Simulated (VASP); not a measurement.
PbS (Galena): single point with PBEsol

Crystal: PbS (Galena).

```
Pb S
1.0
     0.00000    2.82658    2.82658
     2.82658    0.00000    2.82658
     2.82658    2.82658    0.00000
Pb S
1 1
Direct
  0.00000 0.00000 0.00000
  0.50000 0.50000 0.50000
```

* Program: VASP 6.6.1
* Task: single point
* Functional: PBEsol
* Potentials or basis: VASP PAW PBE potentials, release 64 (Pb_d, S)
* Cutoff: 520 eV
* k mesh: 8 × 8 × 8
* Occupations: fermi-dirac, width 0.05 eV
* Spin: no spin polarisation
* Dipole correction: no
* Further INCAR settings: ALGO = Normal; EDIFF = 1e-06; NBANDS = 17

```
Pressure               : 10.0 GPa
Band gap on the k mesh : 0.40 eV, direct
```

Levels at points of the mesh, in eV from the valence-band top:
| k point | band 8 | band 9 | band 10 | band 11 | band 12 | band 13 |
| --- | --- | --- | --- | --- | --- | --- |
| (0.00, 0.00, 0.00) | -2.78 | -2.78 | -2.78 | 5.75 | 5.75 | 5.75 |
| (0.50, 0.00, 0.00) | -2.24 | -2.24 | 0.00 | 0.40 | 1.68 | 1.68 |
| (0.50, 0.50, 0.00) | -6.43 | -4.32 | -4.32 | 3.21 | 6.17 | 6.37 |

It took 27 s on 1 thread of Intel Xeon 6975P-C, with other jobs on the host, peak memory 0.18 GiB.

Caveat: the PAW data sets were made with another functional, which shifts forces and pressure a little; spin-orbit coupling is left out, which moves the levels of the heavy elements. A k mesh can miss the band edges.
